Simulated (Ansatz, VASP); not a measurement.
## Two plane-wave programs on Sn

Contents of INCAR:

```
ALGO     = Normal         # electronic algorithm
EDIFF    = 1E-6           # SCF threshold, eV
ENCUT    = 500            # plane-wave cutoff, eV
GGA      = PS             # functional
GGA_COMPAT= False        
ISIF     = 2              # what is computed and relaxed
ISMEAR   = -1             # smearing method
LASPH    = True           # aspherical terms in the spheres
LCHARG   = False          # write CHGCAR
LNONCOLLINEAR= True           # non-collinear magnetism
LORBIT   = 11             # projections on sites
LORBMOM  = True         
LREAL    = False          # projectors in reciprocal space
LSORBIT  = True           # spin-orbit coupling
LWAVE    = False          # write WAVECAR
MAGMOM   = 0 0 0          # initial moments
NBANDS   = 25             # bands
NELM     = 200            # most SCF steps
PREC     = Accurate       # precision mode
SIGMA    = 0.1            # smearing width, eV
```

KPOINTS

```
k-points
0
Gamma
  5 5 5
```

POSCAR

```
Sn
1.0
   -1.8946520000      1.8946520000      1.8946520000
    1.8946520000     -1.8946520000      1.8946520000
    1.8946520000      1.8946520000     -1.8946520000
Sn
1
Direct
    0.0000000000      0.0000000000      0.0000000000
```

Input for Ansatz:

```yaml
crystal:
  lattice:
    - [-1.894652, 1.894652, 1.894652]
    - [1.894652, -1.894652, 1.894652]
    - [1.894652, 1.894652, -1.894652]
  atoms:
    - { symbol: Sn, position: [0.0, 0.0, 0.0] }
kpoints:
  mp_grid:
    grid: [5, 5, 5]
hamiltonian:
  xc: pbesol
magnetization:
  noncollinear: true
  spin_orbit: true
scf:
  algorithm: density_mixing
  mixing:
    algorithm: msr1
    preconditioner: local_kerker
  occupations:
    method: fermi_dirac
output:
  eigenvalues: true
```

Alike in both runs: task single point; functional PBEsol; k mesh 5 × 5 × 5; non-collinear spin, spin-orbit coupling.

|  | VASP | Ansatz |
| --- | --- | --- |
| version | VASP 6.6.1 | Ansatz 0.2.0 |
| potentials or method | VASP PAW PBE potentials, release 64 (Sn_d) | plane waves, PAW |
| plane-wave cutoff (eV) | 500 | 420 |
| occupations | fermi-dirac, width 0.1 eV | fermi-dirac |
| valence electrons in the cell | 14 | 14 |

|  | VASP | Ansatz | Ansatz less VASP |
| --- | --- | --- | --- |
| net moment per atom (μB) | 0.00 | 0.00 | 0.000 |

VASP's potentials were made for PBE, not for PBEsol.

The k mesh is coarse, so the values compare programs but aren't converged.
